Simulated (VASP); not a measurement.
## Li7NbO6: single point with PBEsol

The system is Li7NbO6.

```
Li Nb O
1.0
     2.73121    1.57687    4.80133
    -2.73121    1.57687    4.80133
     0.00000   -3.15373    4.80133
Li Nb O
7 1 6
Direct
  0.49467 0.72636 0.12325
  0.23295 0.93062 0.48958
  0.93062 0.48958 0.23295
  0.65488 0.65488 0.65488
  0.12325 0.49467 0.72636
  0.72636 0.12325 0.49467
  0.48958 0.23295 0.93062
  0.00034 0.00034 0.00034
  0.63753 0.88368 0.23327
  0.07026 0.79473 0.37879
  0.79473 0.37879 0.07026
  0.23327 0.63753 0.88368
  0.88368 0.23327 0.63753
  0.37879 0.07026 0.79473
```

- Program: VASP 6.6.1
- Task: single point
- Functional: PBEsol
- Potentials or basis: VASP PAW PBE potentials, release 64 (Li_sv, Nb_sv, O)
- Cutoff: 520 eV
- k mesh: 6 × 6 × 6
- Occupations: gaussian, width 0.02 eV
- Spin: no spin polarisation
- Dipole correction: no
- Further INCAR settings: ALGO = Normal; EDIFF = 1e-07; NBANDS = 48

| Item | Value |
| --- | --- |
| Largest force | 0.042 eV/Å |
| Band gap on the k mesh | 3.84 eV (least direct gap 4.10 eV) |

Forces in eV/Å, atoms in the order of the input:
```
Li  -0.002 -0.009 -0.001
Li  -0.001  0.012  0.001
Li   0.011 -0.005  0.001
Li   0.000  0.000  0.014
Li   0.009  0.003 -0.001
Li  -0.007  0.006 -0.001
Li  -0.010 -0.007  0.001
Nb   0.000  0.000 -0.004
O    0.012  0.015  0.030
O   -0.011  0.025 -0.033
O    0.027 -0.003 -0.033
O   -0.019  0.003  0.030
O    0.007 -0.018  0.030
O   -0.016 -0.022 -0.033
```

Levels at points of the mesh, in eV from the valence-band top:
| k point | band 32 | band 33 | band 34 | band 35 | band 36 | band 37 | band 38 | band 39 |
| --- | --- | --- | --- | --- | --- | --- | --- | --- |
| (0.00, 0.00, 0.00) | -0.45 | -0.27 | -0.27 | 0.00 | 4.10 | 4.23 | 4.23 | 6.00 |
| (0.50, 0.00, 0.00) | -0.51 | -0.43 | -0.36 | -0.30 | 3.84 | 4.15 | 4.38 | 6.82 |
| (0.50, 0.50, 0.00) | -0.56 | -0.47 | -0.32 | -0.28 | 3.91 | 4.05 | 4.51 | 6.92 |
| (0.50, 0.50, 0.50) | -0.46 | -0.46 | -0.27 | -0.27 | 4.34 | 4.36 | 4.36 | 7.44 |

Run time: 12 min on 1 thread of AMD EPYC 7R43 64-Core Processor (Zen 3), on a shared host, peak memory 0.37 GiB.

Caveat: the PAW data sets were made with another functional, which shifts forces and pressure a little. A k mesh can miss the band edges.
